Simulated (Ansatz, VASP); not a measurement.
## One calculation of Si, two programs

```
Si
1.0
     0.00000    5.43000    5.43000
     5.43000    0.00000    5.43000
     5.43000    5.43000    0.00000
Si
17
Direct
  0.00322 0.00300 0.99689
  0.12460 0.12446 0.12638
  0.99995 0.99999 0.50009
  0.12472 0.12465 0.62446
  0.00321 0.49681 0.99682
  0.13191 0.62273 0.12252
  0.00332 0.49699 0.50269
  0.12470 0.62623 0.62439
  0.49692 0.00300 0.99692
  0.62295 0.13147 0.12268
  0.49701 0.00319 0.50278
  0.62615 0.12466 0.62448
  0.50045 0.50003 0.99919
  0.62290 0.62275 0.12257
  0.49701 0.49700 0.50271
  0.62316 0.62310 0.63061
  0.75046 0.75002 0.24919
```

Alike in both runs: functional PBE; k mesh 2 × 2 × 2; occupations fermi-dirac, width 0.02 eV; no spin polarisation.

Ansatz relaxed the structure, and its values are those at the end. VASP's run is a single point on that final structure, the one shown.

|  | VASP | Ansatz |
| --- | --- | --- |
| version | VASP 6.6.1 | Ansatz 0.2.0 |
| potentials or method | VASP PAW PBE potentials, release 64 (Si), cutoff 520 eV | scalar-relativistic, plane waves, PAW |
| valence electrons in the cell | 68 | 68 |

|  | VASP | Ansatz | Ansatz less VASP |
| --- | --- | --- | --- |
| rms of the force components (eV/Å) | 0.006 | 0.007 | +0.0011 |

The k mesh is coarse, so the values compare programs but aren't converged.
